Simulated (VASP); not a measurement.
Ni, 2 atoms in the cell. The structure is hexagonal, space group P6_3/mmc (No. 194). The conventional cell has a = 2.415 Å, b = 2.415 Å, c = 4.018 Å, α = 90.00°, β = 90.00°, γ = 120.00°. Ni (site symmetry -6m2) has 12 Ni at 2.41 to 2.45 Å within 3.2 Å. 

```yaml
Program: VASP 6.6.1
Task: single point
Functional: r2SCAN
Potentials_or_basis: VASP PAW PBE potentials, release 64 (Ni)
Cutoff: 520 eV
k_mesh: 12 × 12 × 7
Occupations: fermi-dirac, width 0.05 eV
Spin: collinear spin, ferromagnetic start
Starting_moments: "[1.0, 1.0] μB"
Dipole_correction: no
Further_INCAR_settings: ALGO = Normal; EDIFF = 1e-06; NBANDS = 21
```

Potentials or basis: VASP PAW PBE potentials, release 64 (Ni).

Run with:

```console
$ cat potpaw_PBE.64/Ni/POTCAR > POTCAR
$ cp INCAR.step1 INCAR
$ mpirun -np 1 vasp_std > vasp.out
$ cp INCAR.step2 INCAR
$ mpirun -np 1 vasp_std > vasp.out
```

Hardware: 1 thread of Intel(R) Xeon(R) 6975P-C (Granite Rapids), with other jobs on the host.

Q: How long does it take, and how much memory?

A: Wall time 110 s on 1 thread of Intel(R) Xeon(R) 6975P-C (Granite Rapids) (shared host), peak memory 0.16 GiB. Counts: k points 76.
